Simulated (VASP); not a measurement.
Here is a VASP 6.6.1 calculation.

INCAR

```
ALGO = Normal ; EDIFF = 1E-6
ENCUT = 600 ; GGA_COMPAT = F
ISIF = 2 ; ISMEAR = 0
LASPH = T ; LCHARG = F
LREAL = F ; LWAVE = F
NBANDS = 46 ; NELM = 120
PREC = Accurate ; SIGMA = 0.05
```

Contents of KPOINTS:

```
k-points
0
Gamma
  6 6 4
```

The input POSCAR:

```
TiO2
1.0
    5.4253475240      0.0000000000      0.0000000000
   -2.7126737620      4.6984887801      0.0000000000
    0.0000000000      0.0000000000      5.8820684305
Ti O
3 6
Direct
    0.4567123787      0.0000000000      0.3333333333
    0.0000000000      0.4567123787      0.6666666667
    0.5432876213      0.5432876213      0.0000000000
    0.4230119450      0.2924599562      0.2258760546
    0.7135599095      0.1283485651      0.5592093880
    0.8716514349      0.5852113444      0.8925427213
    0.2864400905      0.4147886556      0.7741239454
    0.1283485651      0.7135599095      0.4407906120
    0.5852113444      0.8716514349      0.1074572787
```

Potentials or basis: VASP PAW LDA potentials, release 64 (Ti_sv, O).

The run is started by

```console
$ cat potpaw_LDA.64/Ti_sv/POTCAR potpaw_LDA.64/O/POTCAR > POTCAR
$ mpirun -np 1 vasp_std > vasp.out
```

**Question.** What does it give for the band gap on the k mesh?

**Answer.** 3.64 eV (least direct gap 3.65 eV).

**Question.** What does it give for the largest force?

**Answer.** 0.511 eV/Å.

**Question.** What does it give for the pressure?

**Answer.** 1.2 GPa.

Stress tensor (GPa, compression positive):
```
 0.95  0.07  0.01
 0.07  1.28 -0.35
 0.01 -0.35  1.24
```

Caveat: the cell differs from its parent crystal (atom 4 (O) moved +0.040 Å along Cartesian [1 1 0]). A k mesh can miss the band edges.
